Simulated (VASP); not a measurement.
## BaTiO3: single point with r2SCAN+U

BaTiO3:

```
Ba Ti O
1.0
     4.09502    0.00000    0.00000
     0.00000    2.91354    2.99041
     0.00000   -2.91354    2.99041
Ba Ti O
1 1 3
Direct
  0.00000 0.00441 0.00441
  0.50000 0.51358 0.51358
  0.00000 0.49471 0.49471
  0.50000 0.49543 0.98809
  0.50000 0.98809 0.49543
```

This cell differs from its parent crystal: strain +0.025 along x and y, +0.050 along z.

```yaml
Program: VASP 6.6.1
Task: single point
Functional: r2SCAN
Potentials_or_basis: VASP PAW PBE potentials, release 64 (Ba_sv, Ti_sv, O)
Cutoff: 520 eV
k_mesh: 6 × 6 × 6
Occupations: gaussian, width 0.05 eV
Spin: no spin polarisation
Hubbard_terms: Ti d U = 4.0 eV
```

- Pressure: -11.2 GPa
- Largest force: 0.287 eV/Å
- Band gap on the k mesh: 2.49 eV (least direct gap 2.84 eV)

Forces on the atoms (eV/Å):
```
Ba   0.000  0.000  0.035
Ti   0.000  0.000  0.287
O    0.000  0.000  0.010
O    0.000  0.166 -0.166
O    0.000 -0.166 -0.166
```

Stress tensor (GPa, compression positive):
```
-10.23   0.00   0.00
  0.00  -9.15   0.00
  0.00   0.00 -14.17
```

Levels at points of the mesh, in eV from the valence-band top:
```csv
k point,band 18,band 19,band 20,band 21,band 22,band 23
"(0.00, 0.00, 0.00)",-0.47,-0.40,-0.35,2.49,2.60,2.62
"(0.50, 0.00, 0.00)",-1.57,-1.06,-0.83,2.72,3.68,3.91
"(0.00, 0.50, 0.00)",-1.53,-0.88,-0.82,2.68,3.72,3.83
"(0.50, 0.50, 0.00)",-0.95,-0.94,-0.09,3.84,3.94,4.28
"(0.00, 0.50, 0.50)",-1.06,-0.98,-0.17,3.81,3.87,4.19
"(0.50, 0.50, 0.50)",-0.09,-0.03,0.00,4.37,4.44,4.44
```

Eigenvalues of the final occupation matrices:
```
    site  spin  trace               eigenvalues
site 2 d     1   0.72  0.09 0.09 0.09 0.22 0.22
site 2 d     2   0.72  0.09 0.09 0.09 0.22 0.22
```

Wall time 3 min on 1 thread of Intel(R) Xeon(R) 6975P-C (Granite Rapids), on a shared host, peak memory 0.25 GiB.

Caveat: the cell differs from its parent crystal (strain +0.025 along x and y, +0.050 along z); the cell stands under tension; the PAW data sets were made with another functional, which shifts forces and pressure a little; spin-orbit coupling is left out, which moves the levels of the heavy elements. A k mesh can miss the band edges.
